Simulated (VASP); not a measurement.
Write the native input for VASP 6.6.1 that does the following.

```
Task                   : single point
Functional             : PBEsol
Potentials or basis    : VASP PAW PBE potentials, release 64 (Mo_sv, S)
Cutoff                 : 520 eV
k mesh                 : 10 × 10 × 1
Occupations            : fermi-dirac, width 0.05 eV
Spin                   : no spin polarisation
Dipole correction      : no
Further INCAR settings : ALGO = Normal; EDIFF = 1e-06; NBANDS = 64
```

The structure of MoS2 lies in POSCAR:

```
MoS2
1.0
    3.1837189491      0.0000000000      0.0000000000
   -1.5918594745      2.7571814884      0.0000000000
    0.0000000000      0.0000000000     34.4792384800
Mo S
4 8
Direct
    0.3333333333      0.6666666667      0.0935556300
    0.3333333333      0.6666666667      0.7209030300
    0.6666666667      0.3333333333      0.2790969700
    0.6666666667      0.3333333333      0.9064443700
    0.6666666667      0.3333333333      0.0485463000
    0.6666666667      0.3333333333      0.6759117500
    0.3333333333      0.6666666667      0.2340896600
    0.3333333333      0.6666666667      0.8614313100
    0.6666666667      0.3333333333      0.1385686900
    0.6666666667      0.3333333333      0.7659103400
    0.3333333333      0.6666666667      0.3240882500
    0.3333333333      0.6666666667      0.9514537000
```

These files were run (other wordings do the same):

INCAR

```
ALGO = Normal ; EDIFF = 1E-6
ENCUT = 520 ; GGA = PS
ISIF = 2 ; ISMEAR = -1
LASPH = True ; LCHARG = False
LREAL = False ; LWAVE = False
NBANDS = 64 ; NELM = 60
PREC = Accurate ; SIGMA = 0.05
```

KPOINTS

```
k-points
0
Gamma
  10 10 1
```

Potentials or basis: VASP PAW PBE potentials, release 64 (Mo_sv, S).

The run is started by

```bash
$ cat potpaw_PBE.64/Mo_sv/POTCAR potpaw_PBE.64/S/POTCAR > POTCAR
$ mpirun -np 1 vasp_std > vasp.out
```

It gave:

```
Largest force          : 0.145 eV/Å
Band gap on the k mesh : 1.23 eV (least direct gap 1.88 eV)
```

Caveat: there is no dipole correction, which matters where the two faces differ; the PAW data sets were made with another functional, which shifts forces and pressure a little.

Wall time 7.2 min on 1 thread of Intel(R) Xeon(R) Platinum 8259CL CPU @ 2.50GHz (Skylake/Cascade Lake), on a shared host, peak memory 0.49 GiB.
